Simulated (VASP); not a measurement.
The system is GaS5.

```xyz
6
Lattice="5.9349 0.0000 0.0000 -2.9674 5.1397 0.0000 0.0000 0.0000 3.8271" Properties=species:S:1:pos:R:3 pbc="T T T"
Ga    0.0000    0.0000    0.0000
S     0.0000    3.4265    0.0000
S     2.9674    1.7132    0.0000
S     2.9674    0.0000    1.9135
S     1.4837    2.5699    1.9135
S    -1.4837    2.5699    1.9135
```

The cell was generated, and may not be a known phase.

| Property | Result |
| --- | --- |
| Program | VASP 6.6.1 |
| Task | relaxation of cell and atoms |
| Functional | PBE |
| Potentials or basis | VASP PAW PBE potentials, release 64 (Ga_d, S) |
| Cutoff | 600 eV |
| k mesh | 6 × 6 × 10 |
| Occupations | gaussian, width 0.1 eV |
| Spin | no spin polarisation |

At the start: pressure 0.5 GPa; volume 19.46 Å³/atom.

Question: Where does the relaxation end?

Answer: Over 8 steps the energy falls by 116.4 meV/atom and the volume is 20.32 Å³/atom (+4.4 %); space group P6/mmm (No. 191, to 0.1 Å) before and after.

Step by step:
```tsv
step	energy change (eV)	largest force (eV/Å)	pressure (GPa)	volume (Å³)
1	0.0000	0.0000	0.51	116.74
2	-0.1764	0.0000	0.53	117.70
3	-0.6539	0.0000	0.64	119.48
4	0.6962	0.0000	6.81	117.54
5	-0.6903	0.0000	1.07	119.69
6	-0.6916	0.0000	1.01	119.68
7	-0.6940	0.0000	-0.77	123.78
8	-0.6985	0.0000	0.00	121.93
```

Final structure:
```yaml
crystal:
  lattice:
    - [6.52966, 0.00000, 0.00000]
    - [-3.26483, 5.65485, 0.00000]
    - [0.00000, 0.00000, 3.30224]
  atoms:
    - { symbol: Ga, position: [0.00000, 0.00000, 0.00000] }
    - { symbol: S, position: [0.33333, 0.66667, 0.00000] }
    - { symbol: S, position: [0.66667, 0.33333, 0.00000] }
    - { symbol: S, position: [0.50000, 0.00000, 0.50000] }
    - { symbol: S, position: [0.50000, 0.50000, 0.50000] }
    - { symbol: S, position: [0.00000, 0.50000, 0.50000] }
```
